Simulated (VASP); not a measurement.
A run of VASP 6.6.1 is set up as follows.

The input INCAR:

```
SYSTEM = SiNi3
  PREC = Accurate
  ENCUT = 520
  EDIFF = 1E-6
  ISMEAR = 0
  SIGMA = 0.15
  LREAL = .False.
  LASPH = .True.
  NELM = 60
  ALGO = Fast
  ISIF = 2
  LWAVE = .False.
  LCHARG = .False.
  GGA = PE
  NBANDS = 25
```

Contents of KPOINTS:

```
regular mesh
0
Gamma
  14 14 14
  0 0 0
```

POSCAR

```
SiNi3
1.0
    3.5062596291      0.0000000000      0.0000000000
    0.0000000000      3.5062596291      0.0000000000
    0.0000000000      0.0000000000      3.5062596291
Si Ni
1 3
Direct
    0.0000000000      0.0000000000      0.0000000000
    0.0000000000      0.5356505260      0.5000000000
    0.5000000000      0.0356505260      0.5000000000
    0.5000000000      0.5356505260      0.0000000000
```

Potentials or basis: VASP PAW PBE potentials, release 64 (Si, Ni).

Launch:

```bash
$ cat potpaw_PBE.64/Si/POTCAR potpaw_PBE.64/Ni/POTCAR > POTCAR
$ mpirun -np 1 vasp_std > vasp.out
```

What does it give for the pressure?

0.9 GPa.

What does it give for the band gap on the k mesh?

Zero (bands 17 and 18 overlap by 0.25 eV).

What does it give for the largest force?

0.669 eV/Å.

Stress tensor (GPa, compression positive):
```
0.81 0.00 0.00
0.00 1.12 0.00
0.00 0.00 0.81
```

Caveat: the cell differs from its parent crystal (all Ni atoms moved +0.125 Å, as atom 2 along Cartesian [0 1 0]). Spin polarisation is off, so any magnetic state and its effect on volume and gap are missing.
